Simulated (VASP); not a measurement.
# CuO (Tenorite) (C2/c) in VASP: a series of runs, part 2 of 3

VASP 6.6.1.

## (3) Single point, SVWN5

INCAR

```
  PREC = Accurate
  ENCUT = 520
  EDIFF = 1E-6
  ISMEAR = -1
  SIGMA = 0.05
  LREAL = F
  LASPH = T
  NELM = 60
  ALGO = Normal
  ISIF = 2
  LWAVE = F
  LCHARG = T
  GGA = VW
  LELF = T
  LVHAR = T
  NBANDS = 25
```

KPOINTS

```
regular mesh
0
Gamma
  10 10 5
```

POSCAR

```
CuO
1.0
    2.3573593924     -1.7226334429      0.0000000000
    2.3573593924      1.7226334429      0.0000000000
   -0.8556569116      0.0000000000      5.0913661947
Cu O
2 2
Direct
    0.5000000000      0.0000000000      0.5000000000
    0.0000000000      0.5000000000      0.0000000000
    0.4184000000      0.5816000000      0.7500000000
    0.5816000000      0.4184000000      0.2500000000
```

Potentials or basis: VASP PAW PBE potentials, release 64 (Cu, O).

Started as:

```bash
$ cat potpaw_PBE.64/Cu/POTCAR potpaw_PBE.64/O/POTCAR > POTCAR
$ mpirun -np 1 vasp_std > vasp.out
```

OUTCAR:

```text
PREC = Accurate
   ENCUT = 520
   EDIFF = 1E-6
   ISMEAR = -1
   LREAL = F
   LASPH = T
   NELM = 60
   ISIF = 2
   GGA = VW

 ion  position               nearest neighbor table
   1  0.500  0.000  0.500-   3 1.96   4 1.96   4 1.97   3 1.97
   2  0.000  0.500  0.000-   4 1.96   3 1.96   4 1.97   3 1.97
   3  0.418  0.582  0.750-   2 1.96   1 1.96   2 1.97   1 1.97
   4  0.582  0.418  0.250-   1 1.96   2 1.96   2 1.97   1 1.97

  LATTYP: Found a base centered monoclinic cell.
 ALAT       =     4.7147187848
 B/A-ratio  =     0.7307470590
 C/A-ratio  =     1.0950317057
 COS(beta)  =    -0.1657361228

  Lattice vectors:

 A1 = (   2.3573593924,  -1.7226334429,   0.0000000000)
 A2 = (   2.3573593924,   1.7226334429,   0.0000000000)
 A3 = (  -0.8556569116,   0.0000000000,   5.0913661947)

Analysis of symmetry for initial positions (statically):
=====================================================================
 Subroutine PRICEL returns:
 Original cell was already a primitive cell.

 Routine SETGRP: Setting up the symmetry group for a
 base centered monoclinic supercell.

 Subroutine GETGRP returns: Found  4 space group operations
 (whereof  2 operations were pure point group operations)
 out of a pool of  4 trial point group operations.

The static configuration has the point symmetry S_2 .
 The point group associated with its full space group is C_2h.

Analysis of symmetry for dynamics (positions and initial velocities):
=====================================================================
 Subroutine PRICEL returns:
 Original cell was already a primitive cell.

 Routine SETGRP: Setting up the symmetry group for a
 base centered monoclinic supercell.

 Subroutine GETGRP returns: Found  4 space group operations
 (whereof  2 operations were pure point group operations)
 out of a pool of  4 trial point group operations.

The dynamic configuration has the point symmetry S_2 .
 The point group associated with its full space group is C_2h.

 Subroutine INISYM returns: Found  4 space group operations
 (whereof  2 operations are pure point group operations),
 and found     1 'primitive' translations

----------------------------------------------------------------------------------------

                                     Primitive cell

  volume of cell :      41.3507

  direct lattice vectors                    reciprocal lattice vectors
     2.357359392 -1.722633443  0.000000000     0.212101728 -0.290253276  0.035645896
     2.357359392  1.722633443  0.000000000     0.212101728  0.290253276  0.035645896
    -0.855656912  0.000000000  5.091366195     0.000000000  0.000000000  0.196410936

  length of vectors
     2.919693354  2.919693354  5.162766553     0.361254394  0.361254394  0.196410936

  position of ions in fractional coordinates (direct lattice)
     0.500000000  1.000000000  0.500000000
     1.000000000  0.500000000  0.000000000
     0.418400000  0.581600000  0.750000000
     0.581600000  0.418400000  0.250000000

  ion indices of the primitive-cell ions
   primitive index   ion index
                 1           1
                 2           2
[... 22 lines left out ...]
     0.000000000  0.000000000  0.000000000

 Subroutine IBZKPT returns following result:
 ===========================================

 Found    141 irreducible k-points:

 Following reciprocal coordinates:
            Coordinates               Weight
  0.000000  0.000000  0.000000      1.000000
  0.100000 -0.000000  0.000000      4.000000
  0.200000 -0.000000  0.000000      4.000000
  0.300000  0.000000 -0.000000      4.000000
  0.400000 -0.000000  0.000000      4.000000
  0.500000  0.000000 -0.000000      2.000000
[... 16 lines left out ...]
  0.300000  0.300000  0.000000      2.000000
  0.400000  0.300000  0.000000      4.000000
 [... further k-points ...]
   k-points           NKPTS =    141   k-points in BZ     NKDIM =    141   number of bands    NBANDS=     25
   number of dos      NEDOS =    301   number of ions     NIONS =      4
   total plane-waves  NPLWV =  23040
   dimension x,y,z NGX =    24 NGY =   24 NGZ =   40
   dimension x,y,z NGXF=    48 NGYF=   48 NGZF=   80
   ions per type =               2   2
   NGX,Y,Z   is equivalent  to a cutoff of  13.67, 13.67, 12.88 a.u.
   NGXF,Y,Z  is equivalent  to a cutoff of  27.33, 27.33, 25.76 a.u.
 SYSTEM =  unknown system
   PREC   = accura    normal or accurate (medium, high low for compatibility)
   ISTART =      0    job   : 0-new  1-cont  2-samecut
   ICHARG =      2    charge: 1-file 2-atom 10-const
   ISPIN  =      1    spin polarized calculation?
   LNONCOLLINEAR =      F non collinear calculations
   LSORBIT =      F    spin-orbit coupling
   LASPH  =      T    aspherical Exc in radial PAW
   ENCUT  =  520.0 eV  38.22 Ry    6.18 a.u.   5.43  5.43  9.60*2*pi/ulx,y,z
   NELM   =     60;   NELMIN=  2; NELMDL= -5     # of ELM steps
   EDIFF  = 0.1E-05   stopping-criterion for ELM
   LREAL  =      F    real-space projection
   EDIFFG = 0.1E-04   stopping-criterion for IOM
   NSW    =      0    number of steps for IOM
   IBRION =     -1    ionic relax: 0-MD 1-quasi-New 2-CG
   NFREE  =      0    steps in history (QN), initial steepest desc. (CG)
   ISIF   =      2    stress and relaxation
   ISYM   =      2    0-nonsym 1-usesym 2-fastsym
   POTIM  = 0.5000    time-step for ionic-motion
   TEBEG  =    0.0;   TEEND  =   0.0 temperature during run
   PSTRESS=    0.0 pullay stress
   NELECT =      34.0000    total number of electrons
   NUPDOWN=      -1.0000    fix difference up-down
   EMIN   =  10.00;   EMAX   =-10.00  energy-range for DOS
   EFERMI =   0.00;   METHOD = LEGACY
   ISMEAR =    -1;   SIGMA  =   0.05  broadening in eV -4-tet -1-fermi 0-gaus
   EFERMI_NEDOS =   21; number of points for ismear=-14 and -15
   IALGO  =     38    algorithm
   IMIX   =      4    mixing-type and parameters
     AMIX     =   0.40;   BMIX     =  1.00
     AMIX_MAG =   1.60;   BMIX_MAG =  1.00
  volume/ion in A,a.u.               =      10.34        69.76
  Fermi-wavevector in a.u.,A,eV,Ry     =   1.533699  2.898271 32.004068  2.352233
  Thomas-Fermi vector in A             =   2.640730
   LORBIT       =      0    0 simple, 1 ext, 2 COOP (PROOUT), +10 PAW based schemes
   GGA     = VW    functional components
   LHFCALC =     F    Hartree Fock is set to
   AEXX    =    0.0000 exact exchange contribution
   IVDW    =     0    specifies the selected vdW correction
   LEPSILON=     F    determine dielectric tensor
   LRPA    =     F    only Hartree local field effects (RPA)
 non-spin polarized calculation
  energy-cutoff  :      520.00
  volume of cell :       41.35
 maximum number of plane-waves:      1137
 NGX is ok and might be reduce to    24
   NGX = 11   NGY = 11   NGZ = 19

 number of electron      34.0000009 magnetization

 Free energy of the ion-electron system (eV)
  ---------------------------------------------------
  ext. energy  EPLUGINS =         0.00000000
  ---------------------------------------------------
  free energy    TOTEN  =       -23.04761510 eV

  energy without entropy =      -23.02796608  energy(sigma->0) =      -23.03779059

 E-fermi :   4.9699     XC(G=0): -12.3215

 val. band max:        4.9698538303   @ k =   0.5000   0.1000   0.2000
 cond. band min:       4.9712751726   @ k =   0.5000   0.2000   0.4000
 fundamental gap:      0.0014213423
 Fermi energy:         4.9698989277

 k-point     1 :       0.0000    0.0000    0.0000
  band No.  band energies     occupation
      1     -14.4733      2.00000
      2     -13.1342      2.00000
      3      -3.0327      2.00000
      4      -0.4696      2.00000
      5      -0.0673      2.00000
      6       1.7464      2.00000
[... 661 lines left out ...]
     24      18.0599      0.00000
     25      19.1590      0.00000

 [... further k-points ...]

------------------------ aborting loop because EDIFF is reached ----------------------------------------

  FORCE on cell =-STRESS in cart. coord.  units (eV):
  Direction    XX          YY          ZZ          XY          YZ          ZX
  --------------------------------------------------------------------------------------
  -------------------------------------------------------------------------------------
  Total       -3.3980308     -2.0107994     -3.9865108      0.0000000      0.0000000      0.1713619
  in kB     -131.6603159    -77.9105616   -154.4615997      0.0000000      0.0000000      6.6395973
  external PRESSURE =    -121.3441591 kB  Pullay stress =       0.0000000 kB

 VOLUME and BASIS-vectors are now :
 -----------------------------------------------------------------------------
  energy-cutoff  :      520.00
  volume of cell :       41.35
      direct lattice vectors                 reciprocal lattice vectors
     2.357359392 -1.722633443  0.000000000     0.212101728 -0.290253276  0.035645896
     2.357359392  1.722633443  0.000000000     0.212101728  0.290253276  0.035645896
    -0.855656912  0.000000000  5.091366195     0.000000000  0.000000000  0.196410936

 POSITION                                       TOTAL-FORCE (eV/Angst)
 -----------------------------------------------------------------------------------
      0.75085     -0.86132      2.54568        -0.000000     -0.000000     -0.000000
      1.17868      0.86132      0.00000        -0.000000     -0.000000     -0.000000
      1.71562      0.28113      3.81852         0.000000     -0.492144     -0.000000
      2.14345     -0.28113      1.27284        -0.000000      0.492144      0.000000
 -----------------------------------------------------------------------------------
    total drift:                                0.000000      0.000000     -0.000000

  FREE ENERGIE OF THE ION-ELECTRON SYSTEM (eV)
  ---------------------------------------------------
  free  energy   TOTEN  =       -23.0476151045 eV

  energy  without entropy=      -23.0279660825  energy(sigma->0) =      -23.03779059
```

Wall time 76 s (1 thread of Intel Xeon Platinum 8375C at 2.90GHz (Ice Lake), shared host); peak memory 0.23 GiB.

Results:

```yaml
Free_energy: -23.0476 eV
Pressure: -12.1 GPa
Largest_force: 0.492 eV/Å
Band_gap_on_the_k_mesh: zero (band 17 reaches 5.25 eV, above the bottom of band 18 at 4.64 eV)
```

Forces in eV/Å, atoms in the order of the input:
```
Cu   0.000  0.000  0.000
Cu   0.000  0.000  0.000
O    0.000 -0.492  0.000
O    0.000  0.492  0.000
```

Caveat: the PAW data sets were made with another functional, which shifts forces and pressure a little; semilocal functionals often make such compounds metallic where correlation or magnetic order opens a gap, which also shifts bond lengths.

## (4) Single point, BLYP

This run uses another cell than the first one, of 10.54 Å³/atom, 1.020 times its volume.

INCAR

```
SYSTEM = CuO
AGGAC = 1.0
AGGAX = 1.0
ALDAC = 0.0
ALDAX = 1.0
ALGO = Normal
EDIFF = 1E-6
ENCUT = 520
GGA = B5
ISIF = 2
ISMEAR = -1
LASPH = .TRUE.
LCHARG = .TRUE.
LELF = .TRUE.
LREAL = .FALSE.
LVHAR = .TRUE.
LWAVE = .FALSE.
NBANDS = 25
NELM = 80
PREC = Accurate
SIGMA = 0.05
```

KPOINTS

```
k-points
0
G
  10 10 5
  0 0 0
```

POSCAR

```
CuO
1.0
    2.3726673498     -1.7338196878      0.0000000000
    2.3726673498      1.7338196878      0.0000000000
   -0.8612132810      0.0000000000      5.1244279405
Cu O
2 2
Direct
    0.5000000000      0.0000000000      0.5000000000
    0.0000000000      0.5000000000      0.0000000000
    0.4184000000      0.5816000000      0.7500000000
    0.5816000000      0.4184000000      0.2500000000
```

Started as:

```bash
$ cat potpaw_PBE.64/Cu/POTCAR potpaw_PBE.64/O/POTCAR > POTCAR
$ mpirun -np 1 vasp_std > vasp.out
```

It took 100 s on 1 thread of Intel Xeon Platinum 8375C at 2.90GHz (Ice Lake), shared host; peak memory 0.24 GiB.

The run converged. Its results:

| Quantity | Value |
| --- | --- |
| Free energy | -18.0203 eV |
| Pressure | 5.9 GPa |
| Largest force | 0.297 eV/Å |
| Band gap on the k mesh | zero (band 17 reaches 5.78 eV, above the bottom of band 18 at 5.19 eV) |

Forces on the atoms (eV/Å):
```
Cu   0.000  0.000  0.000
Cu   0.000  0.000  0.000
O    0.000 -0.297  0.000
O    0.000  0.297  0.000
```

Stress tensor (GPa, compression positive):
```
 5.44  0.00 -0.47
 0.00  7.86  0.00
-0.47  0.00  4.55
```

Levels at points of the mesh, in eV from the Fermi level:
```
           k point  band 15  band 16  band 17  band 18  band 19  band 20
(0.00, 0.00, 0.00)    -2.11    -1.66     0.20     0.90     1.75     6.31
(0.50, 0.00, 0.00)    -1.45    -1.40     0.01     0.25     5.02     6.33
(0.50, 0.50, 0.00)    -1.65    -1.22    -0.67     1.02     3.69     7.00
```

Caveat: the PAW data sets were made with another functional, which shifts forces and pressure a little; semilocal functionals often make such compounds metallic where correlation or magnetic order opens a gap, which also shifts bond lengths.

[end of part 2 of 3]
